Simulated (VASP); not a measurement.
# AlAuC4N4 (P-43m) in VASP: further runs, part 2 of 2

VASP 6.6.1. Earlier steps stand in the parts before.

## Step 5: Relaxation of cell and atoms, PBE

INCAR

```
SYSTEM = AlAuC4N4
  PREC = Accurate
  ENCUT = 600
  EDIFF = 1E-6
  ISMEAR = 0
  SIGMA = 0.1
  LREAL = .FALSE.
  LASPH = .TRUE.
  NELM = 100
  ALGO = Normal
  ISIF = 3
  LWAVE = .FALSE.
  LCHARG = .FALSE.
  GGA = PE
  IBRION = 2
  NSW = 90
  EDIFFG = -0.04
```

KPOINTS

```
Automatic mesh
0
G
  4 4 4
  0 0 0
```

POSCAR

```
AlAuC4N4
1.0
    5.8341244700      0.0000000000      0.0000000000
    0.0000000000      5.8341244700      0.0000000000
    0.0000000000      0.0000000000      5.8341244700
Al C Au N
1 4 1 4
Direct
    0.0000000000      0.0000000000      0.0000000000
    0.1855517100      0.1855517100      0.1855517100
    0.1855517100      0.8144482900      0.8144482900
    0.8144482900      0.1855517100      0.8144482900
    0.8144482900      0.8144482900      0.1855517100
    0.5000000000      0.5000000000      0.5000000000
    0.3013359700      0.3013359700      0.3013359700
    0.3013359700      0.6986640300      0.6986640300
    0.6986640300      0.3013359700      0.6986640300
    0.6986640300      0.6986640300      0.3013359700
```

Command:

```console
$ cat potpaw_PBE.64/Al/POTCAR potpaw_PBE.64/C/POTCAR potpaw_PBE.64/Au/POTCAR potpaw_PBE.64/N/POTCAR > POTCAR
$ mpirun -np 1 vasp_std > vasp.out
```

Run time: 19 min. Hardware: 1 thread of Oxide Virtual Turin-like, shared host; peak memory 0.35 GiB.

It converged, with:

| Quantity | Value |
| --- | --- |
| Free energy | -73.1473 eV |
| Relaxed volume | 23.21 Å³/atom |
| Relaxed cell | a = 6.145 Å, b = 6.145 Å, c = 6.145 Å, α = 90.00°, β = 90.00°, γ = 90.00° |
| Space group after relaxing (to 0.1 Å) | P-43m (No. 215) |
| Pressure after relaxing | 0.0 GPa |
| Largest force after relaxing | 0.014 eV/Å |
| Band gap on the k mesh | 3.47 eV (least direct gap 3.49 eV) |

Forces on the atoms (eV/Å):
```
Al   0.000  0.000  0.000
C    0.001  0.001  0.001
C    0.001 -0.001 -0.001
C   -0.001  0.001 -0.001
C   -0.001 -0.001  0.001
Au   0.000  0.000  0.000
N   -0.008 -0.008 -0.008
N   -0.008  0.008  0.008
N    0.008 -0.008  0.008
N    0.008  0.008 -0.008
```

Final structure:
```
CELL_PARAMETERS angstrom
6.14531 0.00000 0.00000
0.00000 6.14531 0.00000
0.00000 0.00000 6.14531
ATOMIC_POSITIONS crystal
Al 0.00000 0.00000 0.00000
C 0.18497 0.18497 0.18497
C 0.18497 0.81503 0.81503
C 0.81503 0.18497 0.81503
C 0.81503 0.81503 0.18497
Au 0.50000 0.50000 0.50000
N 0.29455 0.29455 0.29455
N 0.29455 0.70545 0.70545
N 0.70545 0.29455 0.70545
N 0.70545 0.70545 0.29455
```

Levels at points of the mesh, in eV from the valence-band top:
```tsv
k point	band 23	band 24	band 25	band 26	band 27	band 28
(0.00, 0.00, 0.00)	-0.22	-0.22	-0.22	3.54	3.54	3.54
(0.50, 0.00, 0.00)	-0.14	-0.02	-0.02	3.47	3.47	3.73
(0.50, 0.50, 0.00)	-0.15	0.00	0.00	3.62	3.62	3.69
(0.50, 0.50, 0.50)	-0.14	-0.14	-0.14	3.78	3.78	3.78
```

Caveat: the volume moved by over 15 % at a fixed basis, so the end points are rough; spin-orbit coupling is left out, which moves the levels of the heavy elements.

## Step 6: Relaxation of cell and atoms, PBE

This run uses another cell than the first one, of 23.18 Å³/atom.

INCAR

```
PREC = Accurate
ENCUT = 600
EDIFF = 1E-6
ISMEAR = 0
SIGMA = 0.02
LREAL = False
LASPH = True
NELM = 80
ALGO = Normal
ISIF = 3
LWAVE = False
LCHARG = False
GGA = PE
IBRION = 2
NSW = 100
EDIFFG = -0.01
```

KPOINTS

```
regular mesh
0
Gamma
  4 4 4
```

POSCAR

```
AlAuC4N4
1.0
    6.1432043168      0.0000000000      0.0000000000
    0.0000000000      6.1432043168      0.0000000000
    0.0000000000      0.0000000000      6.1432043168
Al C Au N
1 4 1 4
Direct
    0.0000000000      0.0000000000      0.0000000000
    0.1850689088      0.1850689088      0.1850689088
    0.1850689088      0.8149310912      0.8149310912
    0.8149310912      0.1850689088      0.8149310912
    0.8149310912      0.8149310912      0.1850689088
    0.5000000000      0.5000000000      0.5000000000
    0.2943223242      0.2943223242      0.2943223242
    0.2943223242      0.7056776758      0.7056776758
    0.7056776758      0.2943223242      0.7056776758
    0.7056776758      0.7056776758      0.2943223242
```

Potentials or basis: VASP PAW PBE potentials, release 64 (Al, C, Au, N).

Command:

```console
$ cat potpaw_PBE.64/Al/POTCAR potpaw_PBE.64/C/POTCAR potpaw_PBE.64/Au/POTCAR potpaw_PBE.64/N/POTCAR > POTCAR
$ mpirun -np 1 vasp_std > vasp.out
```

It took 5.9 min on 1 thread of Oxide Virtual Turin-like, shared host; peak memory 0.39 GiB.

The run converged. Its results:

```
Free energy                           : -73.1710 eV
Relaxed volume                        : 23.20 Å³/atom
Relaxed cell                          : a = 6.144 Å, b = 6.144 Å, c = 6.144 Å, α = 90.00°, β = 90.00°, γ = 90.00°
Space group after relaxing (to 0.1 Å) : P-43m (No. 215)
Energy gained by relaxing             : 0.3 meV/atom
Ionic steps                           : 4
Pressure after relaxing               : 0.0 GPa
Band gap on the k mesh                : 3.47 eV (least direct gap 3.49 eV)
```

Forces on the atoms (eV/Å):
```
Al   0.000  0.000  0.000
C    0.000  0.000  0.000
C    0.000  0.000  0.000
C    0.000  0.000  0.000
C    0.000  0.000  0.000
Au   0.000  0.000  0.000
N    0.002  0.002  0.002
N    0.002 -0.002 -0.002
N   -0.002  0.002 -0.002
N   -0.002 -0.002  0.002
```

The path:
```csv
step,energy change (eV),largest force (eV/Å),pressure (GPa),volume (Å³)
1,0.0000,0.4311,0.36,231.84
2,0.3446,4.2312,-3.98,233.59
3,-0.0030,0.0108,-0.05,231.98
4,-0.0030,0.0029,-0.04,231.98
```

Final structure:
```xyz
10
Lattice="6.1444 0.0000 0.0000 0.0000 6.1444 0.0000 0.0000 0.0000 6.1444" Properties=species:S:1:pos:R:3 pbc="T T T"
Al    0.0000    0.0000    0.0000
C     1.1362    1.1362    1.1362
C     1.1362    5.0083    5.0083
C     5.0083    1.1362    5.0083
C     5.0083    5.0083    1.1362
Au    3.0722    3.0722    3.0722
N     1.8094    1.8094    1.8094
N     1.8094    4.3350    4.3350
N     4.3350    1.8094    4.3350
N     4.3350    4.3350    1.8094
```

Levels at points of the mesh, in eV from the valence-band top:
| k point | band 23 | band 24 | band 25 | band 26 | band 27 | band 28 |
| --- | --- | --- | --- | --- | --- | --- |
| (0.00, 0.00, 0.00) | -0.22 | -0.22 | -0.22 | 3.55 | 3.55 | 3.55 |
| (0.50, 0.00, 0.00) | -0.14 | -0.02 | -0.02 | 3.47 | 3.47 | 3.73 |
| (0.50, 0.50, 0.00) | -0.15 | 0.00 | 0.00 | 3.62 | 3.62 | 3.69 |
| (0.50, 0.50, 0.50) | -0.14 | -0.14 | -0.14 | 3.78 | 3.78 | 3.78 |

Caveat: spin-orbit coupling is left out, which moves the levels of the heavy elements.

## Step 7: The runs side by side

| task | cell | cutoff (eV) | smearing | gap on the mesh (eV) | pressure (GPa) | relaxed volume (Å³/atom) | largest force (eV/Å) |
| --- | --- | --- | --- | --- | --- | --- | --- |
| single point | a = 5.834 Å, 10 atoms, atomic positions A | 520 | gaussian 0.1 eV | 3.32 | 7.5 | - | 2.07 |
| single point | a = 6.143 Å, 10 atoms, atomic positions B | 520 | gaussian 0.1 eV | 3.49 | 0.4 | - | 0.45 |
| single point | a = 6.148 Å, 10 atoms, atomic positions B | 520 | gaussian 0.02 eV | 3.49 | 0.3 | - | 0.43 |
| relaxation of cell and atoms | relaxed from a = 5.834 Å, 10 atoms, atomic positions A | 600 | gaussian 0.1 eV | 3.47 | 0.0 | 23.21 | 0.01 |
| relaxation of cell and atoms | relaxed from a = 6.143 Å, 10 atoms, atomic positions B | 600 | gaussian 0.02 eV | 3.47 | 0.0 | 23.20 | - |

Alike in all rows: level PBE; potentials or basis VASP PAW PBE potentials, release 64 (Al, C, Au, N); no spin polarisation; k mesh 4 × 4 × 4.

Caveats: spin-orbit coupling is left out, which moves the levels of the heavy elements; the cell stands under pressure (at least some runs); forces of over 1 eV/Å act on the atoms, so gaps and moduli don't describe the material at rest (at least some runs); the volume moved by over 15 % at a fixed basis, so the end points are rough (at least some runs).

Total energies depend on the potentials used, so only differences within one code and one set of settings carry meaning.
